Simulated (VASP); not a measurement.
Set up this calculation in VASP 6.6.1, as the native input.

```
Task                   : single point
Functional             : r2SCAN
Potentials or basis    : VASP PAW PBE potentials, release 64 (Zn, S)
Cutoff                 : 550 eV
k mesh                 : 6 × 6 × 6
Occupations            : fermi-dirac, width 0.02 eV
Spin                   : no spin polarisation
Dipole correction      : no
Further INCAR settings : ALGO = Normal; EDIFF = 1e-06; NBANDS = 16
```

ZnS:

```
Zn S
1.0
     3.17923    0.00000    0.00000
     0.00000    3.17923    0.00000
     0.00000    0.00000    3.17923
Zn S
1 1
Direct
  0.00000 0.00000 0.00000
  0.50000 0.50000 0.50000
```

One way to write it, as run:

POSCAR

```
ZnS
1.0
    3.1792338589      0.0000000000      0.0000000000
    0.0000000000      3.1792338589      0.0000000000
    0.0000000000      0.0000000000      3.1792338589
Zn S
1 1
Direct
    0.0000000000      0.0000000000      0.0000000000
    0.5000000000      0.5000000000      0.5000000000
```

INCAR.step1

```
ALGO = Normal
EDIFF = 1E-5
ENCUT = 550
GGA = PE
GGA_COMPAT = False
ISMEAR = -1
LASPH = True
LCHARG = False
LREAL = False
LWAVE = True
NBANDS = 16
NELM = 120
PREC = Accurate
SIGMA = 0.02
```

INCAR.step2

```
ALGO = Normal
EDIFF = 1E-6
ENCUT = 550
GGA_COMPAT = False
ISIF = 2
ISMEAR = -1
ISTART = 1
LASPH = True
LCHARG = False
LMIXTAU = True
LREAL = False
LWAVE = False
METAGGA = R2SCAN
NBANDS = 16
NELM = 120
PREC = Accurate
SIGMA = 0.02
```

KPOINTS

```
k-points
0
Gamma
  6 6 6
```

Potentials or basis: VASP PAW PBE potentials, release 64 (Zn, S).

Command:

```bash
$ cat potpaw_PBE.64/Zn/POTCAR potpaw_PBE.64/S/POTCAR > POTCAR
$ cp INCAR.step1 INCAR
$ mpirun -np 1 vasp_std > vasp.out
$ cp INCAR.step2 INCAR
$ mpirun -np 1 vasp_std > vasp.out
```

It gave:

The pressure is -0.3 GPa. The band gap on the k mesh is zero (band 9 reaches 4.84 eV, above the bottom of band 10 at 4.04 eV).

Caveat: the PAW data sets were made with another functional, which shifts forces and pressure a little.

Wall time 30 s on 1 thread of Intel(R) Xeon(R) Platinum 8259CL CPU @ 2.50GHz (Skylake/Cascade Lake), with other jobs on the host, peak memory 0.14 GiB.
